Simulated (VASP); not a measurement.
Write the native input for VASP 6.6.1 that does the following.

```yaml
Task: single point
Functional: PBEsol
Potentials_or_basis: VASP PAW PBE potentials, release 64 (Pb_d, S)
Cutoff: 520 eV
k_mesh: 2 × 2 × 2, shifted
Occupations: fermi-dirac, width 0.02 eV
Spin: no spin polarisation
Dipole_correction: no
Further_INCAR_settings: LREAL = Auto; ALGO = Normal; EDIFF = 1e-06; NBANDS = 94
```

The structure of PbS lies in POSCAR:

```
PbS
1.0
   -4.2253234116     -7.3184748273      0.0000000000
    4.2253234116     -7.3184748273      0.0000000000
    0.0000000000     -4.8789832182      6.9038325036
Pb S
8 8
Direct
    0.0081104712      0.0062680087      0.4724003658
    0.0008747027      0.0237560281      0.9593362812
    0.0053042195      0.5219236087      0.4726715195
    0.0325028685      0.5021980389      0.9639399560
    0.5062980045      0.0121675447      0.4774666822
    0.4895366537      0.0173709032      0.9862601673
    0.5288728863      0.4949585593      0.4729377485
    0.5258471505      0.5144636431      0.9613779008
    0.2730615686      0.2628138323      0.7258256914
    0.2651784412      0.2537274835      0.2271694742
    0.2521184299      0.7689875042      0.7223258961
    0.2636901080      0.7601858305      0.2137325897
    0.7597219839      0.2563633548      0.7162439120
    0.7736757503      0.2531877815      0.2334726399
    0.7614305161      0.7586929742      0.7251979241
    0.7713156540      0.7671360923      0.2287065915
```

This cell differs from its parent crystal: dynamics (nvt langevin) at 200 K, volume x 1.0, from the last frame before.

These files were run (other wordings do the same):

INCAR

```
SYSTEM = PbS
ALGO = Normal
EDIFF = 1E-6
ENCUT = 520
GGA = PS
ISIF = 2
ISMEAR = -1
LASPH = .TRUE.
LCHARG = .TRUE.
LELF = .TRUE.
LREAL = Auto
LVHAR = .TRUE.
LWAVE = .FALSE.
NBANDS = 94
NELM = 100
PREC = Accurate
SIGMA = 0.02
```

KPOINTS

```
Automatic mesh
0
Gamma
  2 2 2
  0.5 0.5 0.5
```

Potentials or basis: VASP PAW PBE potentials, release 64 (Pb_d, S).

Command:

```console
$ cat potpaw_PBE.64/Pb_d/POTCAR potpaw_PBE.64/S/POTCAR > POTCAR
$ mpirun -np 1 vasp_std > vasp.out
```

It gave:

| Quantity | Value |
| --- | --- |
| Pressure | -1.8 GPa |
| Largest force | 0.527 eV/Å |
| Band gap on the k mesh | 1.50 eV |

Caveat: the atoms stand as in a frame of molecular dynamics; the PAW data sets were made with another functional, which shifts forces and pressure a little; spin-orbit coupling is left out, which moves the levels of the heavy elements; a shifted mesh leaves out Γ, where band edges can lie.

Run time: 26 min on 1 thread of Intel Xeon 8259CL, with other jobs on the host, peak memory 0.72 GiB.
